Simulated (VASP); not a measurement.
## K: single point with PBE

The system is K, a slab with vacuum.

```xyz
5
Lattice="4.7194 0.0000 0.0000 -2.3597 4.0872 0.0000 0.0000 0.0000 30.3087" Properties=species:S:1:pos:R:3 pbc="T T T"
K     0.0000    0.0000    7.5000
K     2.3597    1.3624   11.3275
K     0.0000    2.7248   15.1550
K     2.3597    1.3624   18.9812
K     0.0000    2.7248   22.8087
```

```json
{
 "Program": "VASP 6.6.1",
 "Task": "single point",
 "Functional": "PBE",
 "Potentials or basis": "VASP PAW PBE potentials, release 64 (K_sv)",
 "Cutoff": "520 eV",
 "k mesh": "9 × 9 × 1",
 "Occupations": "gaussian, width 0.1 eV",
 "Spin": "no spin polarisation"
}
```

```yaml
Largest_force: 0.013 eV/Å
Band_gap_on_the_k_mesh: zero (an odd number of electrons rules out a gap without spin polarisation)
```

Forces on the atoms (eV/Å):
```
K    0.000  0.000 -0.002
K    0.000  0.000 -0.012
K    0.000  0.000  0.000
K    0.000  0.000  0.013
K    0.000  0.000  0.002
```

Levels at points of the mesh, in eV from the Fermi level:
```csv
k point,band 21,band 22,band 23,band 24,band 25,band 26
"(0.00, 0.00, 0.00)",-2.10,-1.85,-1.44,-0.89,-0.24,0.57
```

It took 2.8 min on 1 thread of Intel(R) Xeon(R) 6975P-C (Granite Rapids), with other jobs on the host, peak memory 0.65 GiB.
